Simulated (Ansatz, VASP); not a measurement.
**One calculation of WC, two programs**

```
CELL_PARAMETERS angstrom
0.00000 2.20639 2.20639
2.19268 0.01370 2.19268
2.19268 2.19268 0.01370
ATOMIC_POSITIONS crystal
W 0.00000 0.00000 0.00000
C 0.50000 0.50000 0.50000
```

Change from the starting cell: strain +0.0125 x Voigt [0, 0, 0, 1, 0, 0], atoms carried along.

Alike in both runs: task single point; functional r2SCAN; k mesh 18 × 18 × 18; occupations gaussian, width 0.15 eV; no spin polarisation.

```csv
,VASP,Ansatz
version,VASP 6.6.1,Ansatz 0.2.0
potentials or method,"VASP PAW PBE potentials, release 64 (W_sv, C), cutoff 520 eV","scalar-relativistic, plane waves, PAW"
valence electrons in the cell,18,18
```

```csv
,VASP,Ansatz,Ansatz less VASP
gap on the k mesh at the Fermi level (eV),none,none,-
pressure (GPa),-3.6,-5.2,-1.59
"traceless stress, the component that is largest in VASP (GPa)",-1.92,-1.92,+0.002
```

VASP's potentials were made for PBE, not for r2SCAN. A gap of «none» marks a metal or a gap that the smearing closes. With one functional, cell and mesh, what is left measures potentials, basis and numerics.

Neither program's run includes spin-orbit coupling.
